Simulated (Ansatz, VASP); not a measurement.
# Mg2Sn: VASP beside Ansatz

Contents of INCAR:

```
SYSTEM = Mg2Sn
PREC = Accurate ; ENCUT = 600
EDIFF = 1E-6 ; ISMEAR = -1
SIGMA = 0.08 ; LREAL = .False.
LASPH = .True. ; NELM = 120
ALGO = Normal ; ISIF = 2
LWAVE = .False. ; LCHARG = .False.
GGA = CA ; NBANDS = 16
GGA_COMPAT = .False.
```

File KPOINTS:

```
regular mesh
0
Gamma
  11 11 11
  0 0 0
```

The input POSCAR:

```
Mg2Sn
1.0
    0.0000000000      3.3119100000      3.3795000000
    3.3119100000      0.0000000000      3.3795000000
    3.3119100000      3.3119100000      0.0000000000
Mg Sn
2 1
Direct
    0.2500000000      0.2500000000      0.2500000000
    0.7500000000      0.7500000000      0.7500000000
    0.0000000000      0.0000000000      0.0000000000
```

Input for Ansatz:

```yaml
crystal:
  lattice:
    - [0.0, 3.31191, 3.3795]
    - [3.31191, 0.0, 3.3795]
    - [3.31191, 3.31191, 0.0]
  atoms:
    - { symbol: Mg, position: [0.25, 0.25, 0.25] }
    - { symbol: Mg, position: [0.75, 0.75, 0.75] }
    - { symbol: Sn, position: [0.0, 0.0, 0.0] }
kpoints:
  mp_grid: { grid: [11, 11, 11] }
  band_path:
    path:
      - [0.0, 0.0, 0.0]
      - [0.0, 0.5, 0.5]
      - [0.25, 0.75, 0.5]
      - [0.0, 0.5, 0.0]
      - [0.0, 0.0, 0.0]
      - [0.5, 0.5, 0.0]
      - [0.37005, 0.62995, 0.0]
      - [-0.37005, 0.37005, 0.0]
      - [0.0, 0.0, 0.0]
    npoints: 5
scf:
  occupations: { method: fermi_dirac, width: 0.08 }
hamiltonian:
  xc: lda
  pseudopotentials: { kind: all_electron, lapw: { basis_error: 0.0005 } }
output:
  forces: true
  stress: true
  eigenvalues: true
```

Change from the starting cell: equal xx and yy strain of -2 %.

Alike in both runs: task single point; functional LDA; k mesh 11 × 11 × 11; occupations fermi-dirac, width 0.08 eV; no spin polarisation.

```csv
,VASP,Ansatz
version,VASP 6.6.1,Ansatz 0.2.0
potentials or method,"VASP PAW LDA potentials, release 64 (Mg, Sn_d), cutoff 600 eV","all-electron LAPW, scalar-relativistic"
```

Ansatz gave:

| Item | Value |
| --- | --- |
| pressure (GPa) | -0.1 |
| traceless stress, the component that is largest in VASP (GPa) | -0.70 |

Task: What did VASP give for the same quantities?

Result: Pressure (GPa): -0.4; traceless stress, the component that is largest in VASP (GPa): -0.70.

LDA's correlation is that of Perdew and Zunger in VASP and of Perdew and Wang (1992) in Ansatz. Ansatz ran all-electron here, and VASP with PAW potentials.
